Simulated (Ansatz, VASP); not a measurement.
C in VASP and in Ansatz

```xyz
12
Lattice="-2.4821 2.4821 2.4821 2.4821 -2.4821 2.4821 2.4821 2.4821 -2.4821" Properties=species:S:1:pos:R:3 pbc="T T T"
C     3.7232    0.6205    0.0000
C     0.6205    2.4821    1.2411
C     0.0000    1.2411    1.8616
C     0.6205    0.0000    3.7232
C     2.4821   -1.2411    1.8616
C     1.8616    2.4821   -1.2411
C     0.0000    3.7232    0.6205
C     2.4821    1.2411    0.6205
C     1.2411    1.8616    0.0000
C    -1.2411    1.8616    2.4821
C     1.8616    0.0000    1.2411
C     1.2411    0.6205    2.4821
```

Alike in both runs: task relaxation of cell and atoms; functional PBE; k mesh 6 × 6 × 6; occupations gaussian, width 0.1 eV; no spin polarisation.

```csv
,VASP,Ansatz
version,VASP 6.6.1,Ansatz 0.2.0
potentials or method,"VASP PAW PBE potentials, release 64 (C), cutoff 600 eV","scalar-relativistic, plane waves, PAW"
valence electrons in the cell,48,48
```

```tsv
	VASP	Ansatz	Ansatz less VASP
gap on the k mesh at the Fermi level, each at its own relaxed structure (eV)	1.92	1.93	+0.011
relaxed volume (Å³/atom)	5.77	5.76	-0.009
relaxed length of the cell vector where the two differ most in proportion (Å)	4.480	4.478	-0.0023
```
